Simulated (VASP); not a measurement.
# Si2W (I4/mmm) in VASP: a series of runs

Runs on Si2W. Level: PBEsol. Tasks: single point.

All numbers are computed with VASP 6.6.1; they aren't measurements. Logs are shortened: lines on timing, memory, paths and dates and some standing lists are left out, and cuts for length are marked.

## (1) The cell of the first run

It takes space group I4/mmm (No. 139, tetragonal). Conventional cell: a = 3.080 Å, b = 3.080 Å, c = 7.503 Å, α = 90.00°, β = 90.00°, γ = 90.00°. Si (site symmetry 4mm) has 9 Si at 2.48 to 3.08 Å and 5 W at 2.51 Å within 3.3 Å. W (site symmetry 4/mmm) has 10 Si at 2.51 Å and 4 W at 3.08 Å within 3.3 Å.

## (2) Single point, PBEsol

Contents of INCAR:

```
PREC = Accurate ; ENCUT = 520
EDIFF = 1E-6 ; ISMEAR = -1
SIGMA = 0.1 ; LREAL = F
LASPH = T ; NELM = 80
ALGO = Normal ; ISIF = 2
LWAVE = F ; LCHARG = F
GGA = PS ; NBANDS = 18
```

Contents of KPOINTS:

```
Automatic mesh
0
Gamma
  13 13 13
```

Contents of POSCAR:

```
Si2W
1.0
   -1.5398665137      1.5398665137      3.7516338339
    1.5398665137     -1.5398665137      3.7516338339
    1.5398665137      1.5398665137     -3.7516338339
Si W
2 1
Direct
    0.3347000000      0.3347000000      0.0000000000
    0.6653000000      0.6653000000      0.0000000000
    0.0000000000      0.0000000000      0.0000000000
```

Potentials or basis: VASP PAW PBE potentials, release 64 (Si, W_sv).

Launch:

```sh
$ cat potpaw_PBE.64/Si/POTCAR potpaw_PBE.64/W_sv/POTCAR > POTCAR
$ mpirun -np 1 vasp_std > vasp.out
```

OUTCAR:

```text
PREC = Accurate
   ENCUT = 520
   EDIFF = 1E-6
   ISMEAR = -1
   LREAL = F
   LASPH = T
   NELM = 80
   ISIF = 2
   GGA = PS

 ion  position               nearest neighbor table
   1  0.335  0.335  0.000-   2 2.48   3 2.51   3 2.51   3 2.51   3 2.51   3 2.51   2 2.52   2 2.52
                             2 2.52   2 2.52
   2  0.665  0.665  0.000-   1 2.48   3 2.51   3 2.51   3 2.51   3 2.51   3 2.51   1 2.52   1 2.52
                             1 2.52   1 2.52
   3  0.000  0.000  0.000-   2 2.51   2 2.51   2 2.51   1 2.51   2 2.51   1 2.51   1 2.51   1 2.51
                             1 2.51   2 2.51

  LATTYP: Found a body centered tetragonal cell.
 ALAT       =     3.0797330274
 C/A-ratio  =     2.4363370464

  Lattice vectors:

 A1 = (  -1.5398665137,   1.5398665137,   3.7516338339)
 A2 = (   1.5398665137,  -1.5398665137,   3.7516338339)
 A3 = (   1.5398665137,   1.5398665137,  -3.7516338339)

Analysis of symmetry for initial positions (statically):
=====================================================================
 Subroutine PRICEL returns:
 Original cell was already a primitive cell.

 Routine SETGRP: Setting up the symmetry group for a
 body centered tetragonal supercell.

 Subroutine GETGRP returns: Found 16 space group operations
 (whereof 16 operations were pure point group operations)
 out of a pool of 16 trial point group operations.

The static configuration has the point symmetry D_4h.

Analysis of symmetry for dynamics (positions and initial velocities):
=====================================================================
 Subroutine PRICEL returns:
 Original cell was already a primitive cell.

 Routine SETGRP: Setting up the symmetry group for a
 body centered tetragonal supercell.

 Subroutine GETGRP returns: Found 16 space group operations
 (whereof 16 operations were pure point group operations)
 out of a pool of 16 trial point group operations.

The dynamic configuration has the point symmetry D_4h.

 Subroutine INISYM returns: Found 16 space group operations
 (whereof 16 operations are pure point group operations),
 and found     1 'primitive' translations

----------------------------------------------------------------------------------------

                                     Primitive cell

  volume of cell :      35.5833

  direct lattice vectors                    reciprocal lattice vectors
    -1.539866514  1.539866514  3.751633834     0.000000000  0.324703470  0.133275267
     1.539866514 -1.539866514  3.751633834     0.324703470  0.000000000  0.133275267
     1.539866514  1.539866514 -3.751633834     0.324703470  0.324703470  0.000000000

  length of vectors
     4.337872080  4.337872080  4.337872080     0.350990940  0.350990940  0.459200051

  position of ions in fractional coordinates (direct lattice)
     0.334700000  0.334700000  0.000000000
     0.665300000  0.665300000  0.000000000
     0.000000000  0.000000000  0.000000000

  ion indices of the primitive-cell ions
   primitive index   ion index
                 1           1
                 2           2
                 3           3

----------------------------------------------------------------------------------------

 KPOINTS: Automatic mesh

Automatic generation of k-mesh.
 Grid dimensions read from file:
 generate k-points for:   13   13   13

 Generating k-lattice:

  Cartesian coordinates                     Fractional coordinates (reciprocal lattice)
     0.000000000  0.024977190  0.010251944     0.076923077  0.000000000  0.000000000
     0.024977190  0.000000000  0.010251944     0.000000000  0.076923077  0.000000000
     0.024977190  0.024977190  0.000000000     0.000000000  0.000000000  0.076923077

  Length of vectors
     0.026999303  0.026999303  0.035323081

  Shift w.r.t. Gamma in fractional coordinates (k-lattice)
     0.000000000  0.000000000  0.000000000

 Subroutine IBZKPT returns following result:
 ===========================================

 Found    196 irreducible k-points:

 Following reciprocal coordinates:
            Coordinates               Weight
  0.000000  0.000000  0.000000      1.000000
  0.076923  0.000000  0.000000      8.000000
  0.153846  0.000000  0.000000      8.000000
  0.230769  0.000000  0.000000      8.000000
  0.307692  0.000000  0.000000      8.000000
  0.384615 -0.000000  0.000000      8.000000
[... 16 lines left out ...]
  0.384615  0.153846  0.000000     16.000000
  0.461538  0.153846  0.000000     16.000000
 [... further k-points ...]
   k-points           NKPTS =    196   k-points in BZ     NKDIM =    196   number of bands    NBANDS=     18
   number of dos      NEDOS =    301   number of ions     NIONS =      3
   total plane-waves  NPLWV =  32768
   dimension x,y,z NGX =    32 NGY =   32 NGZ =   32
   dimension x,y,z NGXF=    64 NGYF=   64 NGZF=   64
   ions per type =               2   1
   NGX,Y,Z   is equivalent  to a cutoff of  12.26, 12.26, 12.26 a.u.
   NGXF,Y,Z  is equivalent  to a cutoff of  24.53, 24.53, 24.53 a.u.
 SYSTEM =  unknown system
   PREC   = accura    normal or accurate (medium, high low for compatibility)
   ISTART =      0    job   : 0-new  1-cont  2-samecut
   ICHARG =      2    charge: 1-file 2-atom 10-const
   ISPIN  =      1    spin polarized calculation?
   LNONCOLLINEAR =      F non collinear calculations
   LSORBIT =      F    spin-orbit coupling
   LASPH  =      T    aspherical Exc in radial PAW
   ENCUT  =  520.0 eV  38.22 Ry    6.18 a.u.   8.07  8.07  8.07*2*pi/ulx,y,z
   NELM   =     80;   NELMIN=  2; NELMDL= -5     # of ELM steps
   EDIFF  = 0.1E-05   stopping-criterion for ELM
   LREAL  =      F    real-space projection
   EDIFFG = 0.1E-04   stopping-criterion for IOM
   NSW    =      0    number of steps for IOM
   IBRION =     -1    ionic relax: 0-MD 1-quasi-New 2-CG
   NFREE  =      0    steps in history (QN), initial steepest desc. (CG)
   ISIF   =      2    stress and relaxation
   ISYM   =      2    0-nonsym 1-usesym 2-fastsym
   POTIM  = 0.5000    time-step for ionic-motion
   TEBEG  =    0.0;   TEEND  =   0.0 temperature during run
   PSTRESS=    0.0 pullay stress
   NELECT =      22.0000    total number of electrons
   NUPDOWN=      -1.0000    fix difference up-down
   EMIN   =  10.00;   EMAX   =-10.00  energy-range for DOS
   EFERMI =   0.00;   METHOD = LEGACY
   ISMEAR =    -1;   SIGMA  =   0.10  broadening in eV -4-tet -1-fermi 0-gaus
   EFERMI_NEDOS =   21; number of points for ismear=-14 and -15
   IALGO  =     38    algorithm
   IMIX   =      4    mixing-type and parameters
     AMIX     =   0.40;   BMIX     =  1.00
     AMIX_MAG =   1.60;   BMIX_MAG =  1.00
  volume/ion in A,a.u.               =      11.86        80.04
  Fermi-wavevector in a.u.,A,eV,Ry     =   1.394655  2.635516 26.464192  1.945063
  Thomas-Fermi vector in A             =   2.518183
   LORBIT       =      0    0 simple, 1 ext, 2 COOP (PROOUT), +10 PAW based schemes
   GGA     = PS    functional components
   LHFCALC =     F    Hartree Fock is set to
   AEXX    =    0.0000 exact exchange contribution
   IVDW    =     0    specifies the selected vdW correction
   LEPSILON=     F    determine dielectric tensor
   LRPA    =     F    only Hartree local field effects (RPA)
 non-spin polarized calculation
  energy-cutoff  :      520.00
  volume of cell :       35.58
 maximum number of plane-waves:       972
   NGX = 17   NGY = 17   NGZ = 17

 number of electron      22.0000001 magnetization

 Free energy of the ion-electron system (eV)
  ---------------------------------------------------
  ext. energy  EPLUGINS =         0.00000000
  ---------------------------------------------------
  free energy    TOTEN  =       -26.16843555 eV

  energy without entropy =      -26.16106527  energy(sigma->0) =      -26.16475041

 E-fermi :  13.7875     XC(G=0): -13.2249

 val. band max:       13.6158475122   @ k =  -0.3846   0.4615   0.3846
 cond. band min:      13.8083781182   @ k =  -0.4615   0.4615   0.3077
 fundamental gap:      0.1925306059
 Fermi energy:        13.7875270835

 k-point     1 :       0.0000    0.0000    0.0000
  band No.  band energies     occupation
      1     -59.7369      2.00000
      2     -24.1520      2.00000
      3     -24.0544      2.00000
      4     -24.0544      2.00000
      5      -1.3857      2.00000
      6       6.0446      2.00000
[... 10 lines left out ...]
     17      20.4022      0.00000
     18      20.4022      0.00000

 k-point     2 :       0.0769    0.0000    0.0000
  band No.  band energies     occupation
      1     -59.7360      2.00000
      2     -24.1504      2.00000
      3     -24.0758      2.00000
      4     -24.0525      2.00000
      5      -1.2571      2.00000
      6       6.0842      2.00000
[... 10 lines left out ...]
     17      20.4021      0.00000
     18      20.7953      0.00000

 k-point     3 :       0.1538    0.0000    0.0000
  band No.  band energies     occupation
      1     -59.7337      2.00000
      2     -24.1464      2.00000
      3     -24.1344      2.00000
      4     -24.0470      2.00000
      5      -0.8786      2.00000
      6       6.1633      2.00000
[... 10 lines left out ...]
     17      20.6165      0.00000
     18      21.6383      0.00000

 k-point     4 :       0.2308    0.0000    0.0000
  band No.  band energies     occupation
      1     -59.7303      2.00000
      2     -24.2169      2.00000
      3     -24.1399      2.00000
      4     -24.0394      2.00000
      5      -0.2703      2.00000
      6       6.1088      2.00000
[... 375 lines left out ...]
      4     -24.1080      2.00000
      5       1.1970      2.00000
      6       5.3218      2.00000
[... 10 lines left out ...]
     17      21.5394      0.00000
     18      23.0624      0.00000

 k-point    23 :       0.3846    0.1538    0.0000
  band No.  band energies     occupation
      1     -59.7208      2.00000
      2     -24.3616      2.00000
      3     -24.1223      2.00000
      4     -24.1004      2.00000
      5       2.1268      2.00000
      6       4.6504      2.00000
[... 10 lines left out ...]
     17      21.7313      0.00000
     18      23.4055      0.00000

 k-point    24 :       0.4615    0.1538    0.0000
  band No.  band energies     occupation
      1     -59.7192      2.00000
      2     -24.4002      2.00000
      3     -24.1173      2.00000
      4     -24.0961      2.00000
      5       3.1113      2.00000
      6       3.6927      2.00000
[... 10 lines left out ...]
     17      21.8841      0.00000
     18      23.5419      0.00000

 [... further k-points ...]

------------------------ aborting loop because EDIFF is reached ----------------------------------------

  FORCE on cell =-STRESS in cart. coord.  units (eV):
  Direction    XX          YY          ZZ          XY          YZ          ZX
  --------------------------------------------------------------------------------------
  -------------------------------------------------------------------------------------
  Total        7.7627540      7.7627540      9.0979401      0.0000000      0.0000000      0.0000000
  in kB      349.5262694    349.5262694    409.6444437      0.0000000      0.0000000      0.0000000
  external PRESSURE =     369.5656608 kB  Pullay stress =       0.0000000 kB

 VOLUME and BASIS-vectors are now :
 -----------------------------------------------------------------------------
  energy-cutoff  :      520.00
  volume of cell :       35.58
      direct lattice vectors                 reciprocal lattice vectors
    -1.539866514  1.539866514  3.751633834     0.000000000  0.324703470  0.133275267
     1.539866514 -1.539866514  3.751633834     0.324703470  0.000000000  0.133275267
     1.539866514  1.539866514 -3.751633834     0.324703470  0.324703470  0.000000000

 POSITION                                       TOTAL-FORCE (eV/Angst)
 -----------------------------------------------------------------------------------
      0.00000      0.00000      2.51134        -0.000000     -0.000000     -0.408614
      0.00000      0.00000      4.99192         0.000000      0.000000      0.408614
      0.00000      0.00000      0.00000        -0.000000     -0.000000      0.000000
 -----------------------------------------------------------------------------------
    total drift:                               -0.000000      0.000000      0.000000

  FREE ENERGIE OF THE ION-ELECTRON SYSTEM (eV)
  ---------------------------------------------------
  free  energy   TOTEN  =       -26.1684355535 eV

  energy  without entropy=      -26.1610652709  energy(sigma->0) =      -26.16475041
```

Wall time 96 s (1 thread of AMD EPYC 7R43 (Zen 3), shared host); peak memory 0.23 GiB.

What came out:

```
Free energy            : -26.1684 eV
Pressure               : 37.0 GPa
Largest force          : 0.409 eV/Å
Band gap on the k mesh : zero (band 11 reaches 14.64 eV, above the bottom of band 12 at 13.23 eV)
```

Forces in eV/Å, atoms in the order of the input:
```
Si   0.000  0.000 -0.409
Si   0.000  0.000  0.409
W    0.000  0.000  0.000
```

Caveat: the PAW data sets were made with another functional, which shifts forces and pressure a little; spin-orbit coupling is left out, which moves the levels of the heavy elements.

## (3) Single point, PBEsol

This run uses another cell than the first one, of 12.40 Å³/atom, 1.045 times its volume.

Contents of INCAR:

```
  ALGO = Normal
  EDIFF = 1E-6
  ENCUT = 520
  GGA = PS
  ISIF = 2
  ISMEAR = -1
  LASPH = True
  LCHARG = False
  LREAL = False
  LWAVE = False
  NBANDS = 18
  NELM = 60
  PREC = Accurate
  SIGMA = 0.1
```

Contents of KPOINTS:

```
k-points
0
Gamma
  13 13 13
```

Contents of POSCAR:

```
Si2W
1.0
   -1.5628529849      1.5628529849      3.8076366252
    1.5628529849     -1.5628529849      3.8076366252
    1.5628529849      1.5628529849     -3.8076366252
Si W
2 1
Direct
    0.3347000000      0.3347000000      0.0000000000
    0.6653000000      0.6653000000      0.0000000000
    0.0000000000      0.0000000000      0.0000000000
```

Potentials or basis: VASP PAW PBE potentials, release 64 (Si, W_sv).

Launch:

```sh
$ cat potpaw_PBE.64/Si/POTCAR potpaw_PBE.64/W_sv/POTCAR > POTCAR
$ mpirun -np 1 vasp_std > vasp.out
```

It took 2.5 min on 1 thread of AMD EPYC 7R43 (Zen 3), shared host; peak memory 0.26 GiB.

The run converged. Its results:

- Free energy: -26.4600 eV
- Pressure: 21.2 GPa
- Largest force: 0.262 eV/Å
- Band gap on the k mesh: zero (band 11 reaches 13.91 eV, above the bottom of band 12 at 12.57 eV)

Forces in eV/Å, atoms in the order of the input:
```
Si   0.000  0.000 -0.262
Si   0.000  0.000  0.262
W    0.000  0.000  0.000
```

Stress tensor (GPa, compression positive):
```
20.00  0.00  0.00
 0.00 20.00  0.00
 0.00  0.00 23.73
```

Levels at points of the mesh, in eV from the Fermi level:
```csv
k point,band 8,band 9,band 10,band 11,band 12,band 13,band 14,band 15
"(0.00, 0.00, 0.00)",-3.61,-3.09,-3.09,0.66,2.59,3.32,3.33,3.33
```

Caveat: the PAW data sets were made with another functional, which shifts forces and pressure a little; spin-orbit coupling is left out, which moves the levels of the heavy elements.
